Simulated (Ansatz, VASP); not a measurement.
SnSe in VASP and in Ansatz

The input INCAR:

```
AGGAC    = 0.0          
ALDAC    = 0.0          
ALGO     = Normal         # electronic algorithm
EDIFF    = 1E-7           # SCF threshold, eV
ENCUT    = 520            # plane-wave cutoff, eV
GGA      = PE             # functional
ISIF     = 2              # what is computed and relaxed
ISMEAR   = -1             # smearing method
LASPH    = True           # aspherical terms in the spheres
LCHARG   = False          # write CHGCAR
LREAL    = False          # projectors in reciprocal space
LWAVE    = False          # write WAVECAR
NBANDS   = 17             # bands
NELM     = 100            # most SCF steps
PREC     = Accurate       # precision mode
SIGMA    = 0.05           # smearing width, eV
```

File KPOINTS:

```
k-points
0
Gamma
  8 8 8
```

POSCAR

```
SnSe
1.0
    0.0000000000      3.0496098055      3.0496098055
    3.0496098055      0.0000000000      3.0496098055
    3.0496098055      3.0496098055      0.0000000000
Sn Se
1 1
Direct
    0.0000000000      0.0000000000      0.0000000000
    0.5000000000      0.5000000000      0.5000000000
```

File input.yaml:

```yaml
crystal:
  lattice:
    - [0.0, 3.0496098055, 3.0496098055]
    - [3.0496098055, 0.0, 3.0496098055]
    - [3.0496098055, 3.0496098055, 0.0]
  atoms:
    - { symbol: Sn, position: [0.0, 0.0, 0.0] }
    - { symbol: Se, position: [0.5, 0.5, 0.5] }
hamiltonian:
  xc: { exchange: pbe, correlation: none }
  pseudopotentials: { kind: paw }
kpoints:
  mp_grid: { grid: [8, 8, 8] }
scf:
  occupations: { method: fermi_dirac, width: 0.05 }
output:
  forces: true
  stress: true
  eigenvalues: true
```

Alike in both runs: task single point; functional PBE exchange alone; k mesh 8 × 8 × 8; occupations fermi-dirac, width 0.05 eV; no spin polarisation.

|  | VASP | Ansatz |
| --- | --- | --- |
| version | VASP 6.6.1 | Ansatz 0.2.0 |
| potentials or method | VASP PAW PBE potentials, release 64 (Sn_d, Se) | Ansatz PAW |
| plane-wave cutoff (eV) | 520 | 420 |
| valence electrons in the cell | 20 | 30 |

```tsv
	VASP	Ansatz	Ansatz less VASP
gap on the k mesh at the Fermi level (eV)	0.25	0.24	-0.002
least direct gap on the mesh (eV)	0.25	0.24	-0.002
pressure (GPa)	7.9	7.9	-0.02
```

VASP's potentials were made for PBE, not for PBE exchange alone. VASP's potentials hold 20 valence electrons a cell and Ansatz's 30, so a difference there can come from the potentials and not from the codes.
